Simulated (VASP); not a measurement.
# TiB2: single point with PBEsol

The system is TiB2.

```xyz
3
Lattice="3.0292 0.0000 0.0000 -1.5146 2.6234 0.0000 0.0000 0.0000 3.2284" Properties=species:S:1:pos:R:3 pbc="T T T"
Ti    0.0000    0.0000    0.0000
B     0.0000    1.7489    1.6142
B     1.5146    0.8745    1.6142
```

```
Program                : VASP 6.6.1
Task                   : single point
Functional             : PBEsol
Potentials or basis    : VASP PAW PBE potentials, release 64 (Ti_sv, B)
Cutoff                 : 520 eV
k mesh                 : 11 × 11 × 9
Occupations            : fermi-dirac, width 0.1 eV
Spin                   : no spin polarisation
Dipole correction      : no
Further INCAR settings : ALGO = Normal; EDIFF = 1e-06; NBANDS = 16
```

```json
{
 "Pressure": "-4.7 GPa",
 "Band gap on the k mesh": "zero (bands 9 and 10 overlap by 0.45 eV)"
}
```

Stress tensor (GPa, compression positive):
```
-3.72  0.00  0.00
 0.00 -3.72  0.00
 0.00  0.00 -6.62
```

Levels at points of the mesh, in eV from the Fermi level:
| k point | band 7 | band 8 | band 9 | band 10 | band 11 | band 12 |
| --- | --- | --- | --- | --- | --- | --- |
| (0.00, 0.00, 0.00) | -2.55 | -2.27 | -2.11 | 1.93 | 1.93 | 3.72 |

It took 12 s on 1 thread of Intel(R) Xeon(R) Platinum 8559C (Emerald Rapids), on a shared host, peak memory 0.16 GiB.

Caveat: the cell stands under tension; the PAW data sets were made with another functional, which shifts forces and pressure a little.
